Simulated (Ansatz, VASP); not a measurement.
# BP: VASP beside Ansatz

The input INCAR:

```
SYSTEM = BP
PREC = Accurate
ENCUT = 600
EDIFF = 1E-6
ISMEAR = 0
SIGMA = 0.02
LREAL = .False.
LASPH = .True.
NELM = 100
ALGO = Normal
ISIF = 3
LWAVE = .False.
LCHARG = .False.
GGA = PE
IVDW = 12
IBRION = 2
NSW = 100
EDIFFG = -0.01
```

File KPOINTS:

```
Automatic mesh
0
Gamma
  12 12 6
  0 0 0
```

File POSCAR:

```
BP
1.0
    3.1995522149      0.0000000000      0.0000000000
   -1.5997761075      2.7708934989      0.0000000000
    0.0000000000      0.0000000000      7.0468593144
B P
2 2
Direct
    0.6666666667      0.3333333333      0.0000000000
    0.3333333333      0.6666666667      0.5000000000
    0.3333333333      0.6666666667      0.0000000000
    0.0000000000      0.0000000000      0.5000000000
```

Input for Ansatz:

```yaml
crystal:
  lattice:
    - [3.1995522149, 0.0, 0.0]
    - [-1.5997761075, 2.7708934989, 0.0]
    - [0.0, 0.0, 7.0468593144]
  atoms:
    - { symbol: B, position: [0.6666666667, 0.3333333333, 0.0] }
    - { symbol: B, position: [0.3333333333, 0.6666666667, 0.5] }
    - { symbol: P, position: [0.3333333333, 0.6666666667, 0.0] }
    - { symbol: P, position: [0.0, 0.0, 0.5] }
basis:
  ecutwfc: 420
kpoints:
  mp_grid: { grid: [12, 12, 6] }
hamiltonian:
  xc: pbe
  dispersion: d3bj
scf:
  occupations: { method: gaussian, width: 0.02 }
output:
  forces: true
  stress: true
  eigenvalues: true
relax:
  adjacent_minimum: "off"
  f_tol: 0.01
  max_steps: 80
  cell: { stress_tol: 0.05 }
```

Alike in both runs: task relaxation of cell and atoms; functional PBE; dispersion D3(BJ); k mesh 12 × 12 × 6; occupations gaussian, width 0.02 eV; no spin polarisation.

```csv
,VASP,Ansatz
version,VASP 6.6.1,Ansatz 0.2.0
potentials or method,"VASP PAW PBE potentials, release 64 (B, P), cutoff 600 eV","scalar-relativistic, plane waves, PAW"
valence electrons in the cell,16,16
```

VASP gave:

| Item | Value |
| --- | --- |
| gap on the k mesh at the Fermi level, each at its own relaxed structure (eV) | 0.58 |
| relaxed volume (Å³/atom) | 15.40 |
| relaxed length of the cell vector where the two differ most in proportion (Å) | 6.965 |

Problem. What did Ansatz give for the same quantities?

Solution. gap on the k mesh at the Fermi level, each at its own relaxed structure (eV): 0.57; relaxed volume (Å³/atom): 15.44; relaxed length of the cell vector where the two differ most in proportion (Å): 6.974.
